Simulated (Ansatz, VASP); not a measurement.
## MgBe2Te3 in VASP and in Ansatz

```
Be Mg Te
1.0
     4.16168    0.00000    0.00000
    -2.08084    3.60412    0.00000
     0.00000    0.00000   10.44453
Be Mg Te
2 1 3
Direct
  0.00000 0.00000 0.98812
  0.66667 0.33333 0.68091
  0.33333 0.66667 0.33865
  0.66667 0.33333 0.91467
  0.33333 0.66667 0.60602
  0.00000 0.00000 0.22163
```

Alike in both runs: task single point; functional r2SCAN; k mesh 12 × 12 × 4; no spin polarisation.

```csv
,VASP,Ansatz
version,VASP 6.6.1,Ansatz 0.2.0
potentials or method,"VASP PAW PBE potentials, release 64 (Be, Mg, Te)","plane waves, PAW"
plane-wave cutoff (eV),520,500
occupations,"gaussian, width 0.01 eV",fixed
valence electrons in the cell,24,62
```

```csv
,VASP,Ansatz,Ansatz less VASP
gap on the k mesh at the Fermi level (eV),2.29,2.30,+0.014
pressure (GPa),0.0,0.0,-0.03
"traceless stress, the component that is largest in VASP (GPa)",0.05,0.05,+0.002
rms of the force components (eV/Å),0.007,0.001,-0.0067
```

VASP's potentials were made for PBE, not for r2SCAN. Atom by atom the forces differ by 0.008 eV/Å (rms over components). VASP's potentials hold 24 valence electrons a cell and Ansatz's 62, so a difference there can come from the potentials and not from the codes.

Neither program's run includes spin-orbit coupling.
